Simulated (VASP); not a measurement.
# AlN (P1) in VASP: single point with r2SCAN

Aim: the single point of AlN with r2SCAN.

Program: VASP 6.6.1. These are calculated values, not measurements. Logs are shortened: lines on timing, memory, paths and dates and some standing lists are left out, and cuts for length are marked.

**1. The cell of the first run**

The typed cell holds 24 atoms: a = 5.171 Å, b = 5.171 Å, c = 7.756 Å, α = 90.00°, β = 90.00°, γ = 90.00°.

**2. Single point, r2SCAN**

File POSCAR:

```
AlN
1.0
    5.1709192558      0.0000000000      0.0000000000
    0.0000000000      5.1709192558      0.0000000000
    0.0000000000      0.0000000000      7.7563788838
Al N
12 12
Direct
    0.0115577129     -0.0035415366     -0.0018170850
   -0.0085211155      0.0252869932      0.3308300224
    0.0201888668      0.0186293762      0.6633987428
    0.0249605522      0.4971862589      0.0073128197
   -0.0262137143      0.5275775670      0.3456972693
    0.0225354515      0.5057359960      0.6805584254
    0.5094689879      0.0148772387      0.0119270863
    0.4776955272     -0.0394498521      0.3318606580
    0.5246045946     -0.0182035331      0.6598394788
    0.5139192605      0.5183472933     -0.0150361402
    0.4724558399      0.4747625864      0.3271990755
    0.5206600349      0.4794549822      0.6608875194
    0.3349367713      0.1579481248      0.1836393014
    0.1908668365      0.4097457135      0.5025512624
    0.2870481875      0.0687084796      0.8407425807
    0.2320834924      0.6557110704      0.1956556046
    0.2564955928      0.9215113917      0.5188646739
    0.2120553321      0.6006523882      0.8523722344
    0.8354069724      0.3272481964      0.1322538539
    0.7067689166      0.1027179064      0.4698839568
    0.7799787234      0.3651292752      0.7953675410
    0.7365435064      0.8462106607      0.1919375036
    0.7540533524      0.5752507152      0.5266785005
    0.6988331902      0.8681019327      0.8486014026
```

File INCAR.step1:

```
SYSTEM = AlN
ALGO = Normal
EDIFF = 1E-4
ENCUT = 520
GGA = PE
ISMEAR = -1
LASPH = .True.
LCHARG = .False.
LREAL = Auto
LWAVE = .True.
NBANDS = 66
NELM = 60
PREC = Accurate
SIGMA = 0.02
```

File INCAR.step2:

```
SYSTEM = AlN
ALGO = Normal
EDIFF = 1E-6
ENCUT = 520
ISIF = 2
ISMEAR = -1
ISTART = 1
LASPH = .True.
LCHARG = .True.
LELF = .True.
LMIXTAU = .True.
LREAL = Auto
LVHAR = .True.
LWAVE = .False.
METAGGA = R2SCAN
NBANDS = 66
NELM = 60
PREC = Accurate
SIGMA = 0.02
```

File KPOINTS:

```
k-points
0
Gamma
  4 4 2
  0 0 0
```

Potentials or basis: VASP PAW PBE potentials, release 64 (Al, N).

The run is started by

```console
$ cat potpaw_PBE.64/Al/POTCAR potpaw_PBE.64/N/POTCAR > POTCAR
$ cp INCAR.step1 INCAR
$ mpirun -np 1 vasp_std > vasp.out
$ cp INCAR.step2 INCAR
$ mpirun -np 1 vasp_std > vasp.out
```

OUTCAR:

```text
SYSTEM = AlN
   EDIFF = 1E-6
   ENCUT = 520
   ISIF = 2
   ISMEAR = -1
   ISTART = 1
   LASPH = .True.
   LREAL = Auto
   METAGGA = R2SCAN
   NELM = 60
   PREC = Accurate

 ion  position               nearest neighbor table
   1  0.012  0.996  0.998-  15 1.91  24 2.10  19 2.20  22 2.21  13 2.36  18 2.56   7 2.58   4 2.58
                             2 2.59   4 2.59   3 2.60   7 2.60
   2  0.991  0.025  0.331-  20 1.87  22 1.94  17 2.07  13 2.22  19 2.34  16 2.51   8 2.54   5 2.58
                             3 2.58   1 2.59   5 2.60   8 2.68
   3  0.020  0.019  0.663-  17 1.73  15 1.97  20 2.25  24 2.33  21 2.41   6 2.52  14 2.53   9 2.57
                             2 2.58   1 2.60   9 2.62   6 2.66
   4  0.025  0.497  0.007-  18 1.63  19 1.63  16 1.99  21 2.18   6 2.53  10 2.54   1 2.58   1 2.59
                             5 2.64  10 2.65
   5  0.974  0.528  0.346-  14 1.76  23 1.82  16 1.89  19 2.08  22 2.38   2 2.58  11 2.60   2 2.60
                            11 2.61   6 2.61   4 2.64
   6  0.023  0.506  0.681-  21 1.70  14 1.71  18 1.73  23 1.87   3 2.52   4 2.53  12 2.58  12 2.60
                             5 2.61   3 2.66
   7  0.509  0.015  0.012-  13 1.77  24 1.77  15 1.78  22 2.02   8 2.50  19 2.51  10 2.58   1 2.58
                             1 2.60  10 2.61   9 2.74
   8  0.478  0.961  0.332-  13 1.71  20 1.76  22 1.82  17 1.86  16 2.28   7 2.50  11 2.51   2 2.54
                             9 2.56  11 2.66   2 2.68
   9  0.525  0.982  0.660-  17 1.79  24 1.82  20 1.86  15 1.92   8 2.56   3 2.57  12 2.57  12 2.60
                             3 2.62   7 2.74
  10  0.514  0.518  0.985-  18 1.92  21 2.16  19 2.25  16 2.30  24 2.30  12 2.52   4 2.54   7 2.58
                             7 2.61   4 2.65  11 2.67
  11  0.472  0.475  0.327-  16 1.86  14 2.02  13 2.10  23 2.19   8 2.51  19 2.53  20 2.53   5 2.60
                            12 2.60   5 2.61   8 2.66  10 2.67
  12  0.521  0.479  0.661-  23 1.67  21 1.80  14 2.13  18 2.27  10 2.52   9 2.57   6 2.58   9 2.60
                            11 2.60   6 2.60
  13  0.335  0.158  0.184-   8 1.71   7 1.77  11 2.10   2 2.22   1 2.36
  14  0.191  0.410  0.503-   6 1.71   5 1.76  11 2.02  12 2.13   3 2.53
  15  0.287  0.069  0.841-   7 1.78   1 1.91   9 1.92   3 1.97
  16  0.232  0.656  0.196-  11 1.86   5 1.89   4 1.99   8 2.28  10 2.30   2 2.51
  17  0.256  0.922  0.519-   3 1.73   9 1.79   8 1.86   2 2.07
  18  0.212  0.601  0.852-   4 1.63   6 1.73  10 1.92  12 2.27   1 2.56
  19  0.835  0.327  0.132-   4 1.63   5 2.08   1 2.20  10 2.25   2 2.34   7 2.51  11 2.53
  20  0.707  0.103  0.470-   8 1.76   9 1.86   2 1.87   3 2.25  11 2.53
  21  0.780  0.365  0.795-   6 1.70  12 1.80  10 2.16   4 2.18   3 2.41
  22  0.737  0.846  0.192-   8 1.82   2 1.94   7 2.02   1 2.21   5 2.38
  23  0.754  0.575  0.527-  12 1.67   5 1.82   6 1.87  11 2.19
  24  0.699  0.868  0.849-   7 1.77   9 1.82   1 2.10  10 2.30   3 2.33

  LATTYP: Found a simple tetragonal cell.
 ALAT       =     5.1709192558
 C/A-ratio  =     1.5000000000

  Lattice vectors:

 A1 = (   5.1709192558,   0.0000000000,   0.0000000000)
 A2 = (   0.0000000000,   5.1709192558,   0.0000000000)
 A3 = (   0.0000000000,   0.0000000000,   7.7563788838)

Analysis of symmetry for initial positions (statically):
=====================================================================
 Subroutine PRICEL returns:
 Original cell was already a primitive cell.

 Routine SETGRP: Setting up the symmetry group for a
 simple tetragonal supercell.

 Subroutine GETGRP returns: Found  1 space group operations
 (whereof  1 operations were pure point group operations)
 out of a pool of 16 trial point group operations.

The static configuration has the point symmetry C_1 .

Analysis of symmetry for dynamics (positions and initial velocities):
=====================================================================
 Subroutine PRICEL returns:
 Original cell was already a primitive cell.

 Routine SETGRP: Setting up the symmetry group for a
 simple tetragonal supercell.

 Subroutine GETGRP returns: Found  1 space group operations
 (whereof  1 operations were pure point group operations)
 out of a pool of 16 trial point group operations.

The dynamic configuration has the point symmetry C_1 .

 Subroutine INISYM returns: Found  1 space group operations
 (whereof  1 operations are pure point group operations),
 and found     1 'primitive' translations

[... 68 lines left out ...]

 KPOINTS: k-points

Automatic generation of k-mesh.
 Grid dimensions read from file:
 generate k-points for:    4    4    2

 Generating k-lattice:

  Cartesian coordinates                     Fractional coordinates (reciprocal lattice)
     0.048347303  0.000000000  0.000000000     0.250000000  0.000000000  0.000000000
     0.000000000  0.048347303  0.000000000     0.000000000  0.250000000  0.000000000
     0.000000000  0.000000000  0.064463071     0.000000000  0.000000000  0.500000000

  Length of vectors
     0.048347303  0.048347303  0.064463071

  Shift w.r.t. Gamma in fractional coordinates (k-lattice)
     0.000000000  0.000000000  0.000000000

 Subroutine IBZKPT returns following result:
 ===========================================

 Found     20 irreducible k-points:

 Following reciprocal coordinates:
            Coordinates               Weight
  0.000000  0.000000  0.000000      1.000000
  0.250000  0.000000  0.000000      2.000000
  0.000000  0.250000  0.000000      2.000000
  0.500000  0.000000  0.000000      1.000000
  0.000000  0.500000  0.000000      1.000000
  0.250000  0.250000  0.000000      2.000000
[... 12 lines left out ...]
 -0.250000  0.500000  0.500000      2.000000
  0.500000  0.500000  0.500000      1.000000
   k-points           NKPTS =     20   k-points in BZ     NKDIM =     20   number of bands    NBANDS=     66
   number of dos      NEDOS =    301   number of ions     NIONS =     24
   total plane-waves  NPLWV =  96000
   dimension x,y,z NGX =    40 NGY =   40 NGZ =   60
   dimension x,y,z NGXF=    80 NGYF=   80 NGZF=  120
   ions per type =              12  12
   NGX,Y,Z   is equivalent  to a cutoff of  12.86, 12.86, 12.86 a.u.
   NGXF,Y,Z  is equivalent  to a cutoff of  25.72, 25.72, 25.72 a.u.
 SYSTEM =  AlN
   PREC   = accura    normal or accurate (medium, high low for compatibility)
   ISTART =      1    job   : 0-new  1-cont  2-samecut
   ICHARG =      0    charge: 1-file 2-atom 10-const
   ISPIN  =      1    spin polarized calculation?
   LNONCOLLINEAR =      F non collinear calculations
   LSORBIT =      F    spin-orbit coupling
   LASPH  =      T    aspherical Exc in radial PAW
   ENCUT  =  520.0 eV  38.22 Ry    6.18 a.u.   9.61  9.61 14.42*2*pi/ulx,y,z
   NELM   =     60;   NELMIN=  2; NELMDL=  0     # of ELM steps
   EDIFF  = 0.1E-05   stopping-criterion for ELM
   LREAL  =      T    real-space projection
   EDIFFG = 0.1E-04   stopping-criterion for IOM
   NSW    =      0    number of steps for IOM
   IBRION =     -1    ionic relax: 0-MD 1-quasi-New 2-CG
   NFREE  =      0    steps in history (QN), initial steepest desc. (CG)
   ISIF   =      2    stress and relaxation
   ISYM   =      2    0-nonsym 1-usesym 2-fastsym
   POTIM  = 0.5000    time-step for ionic-motion
   TEBEG  =    0.0;   TEEND  =   0.0 temperature during run
   PSTRESS=    0.0 pullay stress
   NELECT =      96.0000    total number of electrons
   NUPDOWN=      -1.0000    fix difference up-down
   EMIN   =  10.00;   EMAX   =-10.00  energy-range for DOS
   EFERMI =   0.00;   METHOD = LEGACY
   ISMEAR =    -1;   SIGMA  =   0.02  broadening in eV -4-tet -1-fermi 0-gaus
   EFERMI_NEDOS =   21; number of points for ismear=-14 and -15
   IALGO  =     38    algorithm
   IMIX   =      4    mixing-type and parameters
     AMIX     =   0.40;   BMIX     =  1.00
     AMIX_MAG =   1.60;   BMIX_MAG =  1.00
  volume/ion in A,a.u.               =       8.64        58.31
  Fermi-wavevector in a.u.,A,eV,Ry     =   1.266389  2.393128 21.820216  1.603741
  Thomas-Fermi vector in A             =   2.399592
   LORBIT       =      0    0 simple, 1 ext, 2 COOP (PROOUT), +10 PAW based schemes
   METAGGA = R2SCAN    functional components
   LHFCALC =     F    Hartree Fock is set to
   AEXX    =    0.0000 exact exchange contribution
   IVDW    =     0    specifies the selected vdW correction
   LEPSILON=     F    determine dielectric tensor
   LRPA    =     F    only Hartree local field effects (RPA)
 non-spin polarized calculation
  energy-cutoff  :      520.00
  volume of cell :      207.39
 maximum number of plane-waves:      5609
 NGX is ok and might be reduce to    40
   NGX = 19   NGY = 19   NGZ = 29

 number of electron      96.0000000 magnetization

 Free energy of the ion-electron system (eV)
  ---------------------------------------------------
  ext. energy  EPLUGINS =         0.00000000
  ---------------------------------------------------
  free energy    TOTEN  =      -194.35542142 eV

  energy without entropy =     -194.35388515  energy(sigma->0) =     -194.35465329

 E-fermi :  10.7804     XC(G=0): -12.6278

 val. band max:       10.7555701829   @ k =   0.0000   0.0000   0.0000
 cond. band min:      10.8108704788   @ k =   0.0000   0.0000   0.5000
 fundamental gap:      0.0553002959
 Fermi energy:        10.7804347679

 k-point     1 :       0.0000    0.0000    0.0000
  band No.  band energies     occupation
      1      -8.9948      2.00000
      2      -7.4614      2.00000
      3      -7.2880      2.00000
      4      -6.3802      2.00000
      5      -6.3154      2.00000
      6      -5.5746      2.00000
[... 1249 lines left out ...]
     59      15.4599      0.00000
     60      15.6401      0.00000
 [bands above 60 left out]

------------------------ aborting loop because EDIFF is reached ----------------------------------------

  FORCE on cell =-STRESS in cart. coord.  units (eV):
  Direction    XX          YY          ZZ          XY          YZ          ZX
  --------------------------------------------------------------------------------------
  -------------------------------------------------------------------------------------
  Total       21.8100473     87.2558601     25.0070717      0.5571687     -7.8194905    -12.3274418
  in kB      168.4894306    674.0787841    193.1874428      4.3043022    -60.4080074    -95.2333395
  external PRESSURE =     345.2518859 kB  Pullay stress =       0.0000000 kB

 VOLUME and BASIS-vectors are now :
 -----------------------------------------------------------------------------
  energy-cutoff  :      520.00
  volume of cell :      207.39
      direct lattice vectors                 reciprocal lattice vectors
     5.170919256  0.000000000  0.000000000     0.193389212  0.000000000  0.000000000
     0.000000000  5.170919256  0.000000000     0.000000000  0.193389212  0.000000000
     0.000000000  0.000000000  7.756378884     0.000000000  0.000000000  0.128926141

 POSITION                                       TOTAL-FORCE (eV/Angst)
 -----------------------------------------------------------------------------------
      0.05976      5.15261      7.74228        -1.085031      0.189992      0.205086
      5.12686      0.13076      2.56604         0.073924      1.060781     -0.206986
      0.10440      0.09633      5.14557        -1.565829      1.815676      1.457196
      0.12907      2.57091      0.05672        -0.287929      0.978254      0.684419
      5.03537      2.72806      2.68136        -1.235016      0.554483     -1.652261
      0.11653      2.61512      5.27867        -1.607822      1.883650     -1.702674
[... 16 lines left out ...]
      3.89915      2.97458      4.08512        -0.930502      4.419675     -5.009830
      3.61361      4.48888      6.58207         4.496861     -1.856939      0.290290
 -----------------------------------------------------------------------------------
    total drift:                               -0.006485     -0.014409      0.007198

  FREE ENERGIE OF THE ION-ELECTRON SYSTEM (eV)
  ---------------------------------------------------
  free  energy   TOTEN  =      -194.3554214158 eV

  energy  without entropy=     -194.3538851547  energy(sigma->0) =     -194.35465329
```

It took 37 min on 1 thread of Oxide Virtual Turin-like, shared host; peak memory 0.37 GiB.

What came out:

```yaml
Free_energy: -194.3554 eV
Pressure: 34.5 GPa
Largest_force: 6.745 eV/Å
Band_gap_on_the_k_mesh: 0.06 eV (least direct gap 0.17 eV)
```

Forces on the atoms (eV/Å):
```
Al  -1.085  0.190  0.205
Al   0.074  1.061 -0.207
Al  -1.566  1.816  1.457
Al  -0.288  0.978  0.684
Al  -1.235  0.554 -1.652
Al  -1.608  1.884 -1.703
Al   1.694  0.392  0.888
Al   0.394 -2.066  1.388
Al  -0.257  0.507  0.427
Al   1.693  0.182 -0.044
Al  -0.272 -2.893  0.908
Al  -3.333 -1.241  0.700
N   -3.286  3.011 -0.267
N    5.149 -2.224 -0.337
N   -3.835  2.508 -0.599
N    1.125  1.139 -0.789
N   -1.596 -2.329 -2.543
N    6.272  0.767 -2.199
N   -3.596 -2.600  3.188
N    2.247  0.915  2.646
N   -2.644 -2.822  4.034
N    2.385 -2.292 -1.466
N   -0.931  4.420 -5.010
N    4.497 -1.857  0.290
```

Caveat: the cell stands under pressure; the atoms stand as in a frame of molecular dynamics; the PAW data sets were made with another functional, which shifts forces and pressure a little.
